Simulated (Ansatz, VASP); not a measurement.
**Ca2Br3: VASP beside Ansatz**

```
Ca Br
1.0
     2.09406    1.20900    9.70702
    -2.09406    1.20900    9.70702
     0.00000   -2.41801    9.70702
Ca Br
2 3
Direct
  0.40000 0.40000 0.40000
  0.60000 0.60000 0.60000
  0.00000 0.00000 0.00000
  0.20950 0.20950 0.20950
  0.79050 0.79050 0.79050
```

Alike in both runs: task single point; functional PBE; k mesh 6 × 6 × 6; occupations gaussian, width 0.1 eV; no spin polarisation.

|  | VASP | Ansatz |
| --- | --- | --- |
| version | VASP 6.6.1 | Ansatz 0.2.0 |
| potentials or method | VASP PAW PBE potentials, release 64 (Ca_sv, Br), cutoff 520 eV | scalar-relativistic, plane waves, PAW |
| valence electrons in the cell | 41 | 41 |

```csv
,VASP,Ansatz,Ansatz less VASP
gap on the k mesh at the Fermi level (eV),none,none,-
pressure (GPa),0.5,0.4,-0.08
"traceless stress, the component that is largest in VASP (GPa)",-0.99,-0.98,+0.004
rms of the force components (eV/Å),0.302,0.307,+0.0053
```

Atom by atom the forces differ by 0.006 eV/Å (rms over components). A gap of «none» marks a metal or a gap that the smearing closes.
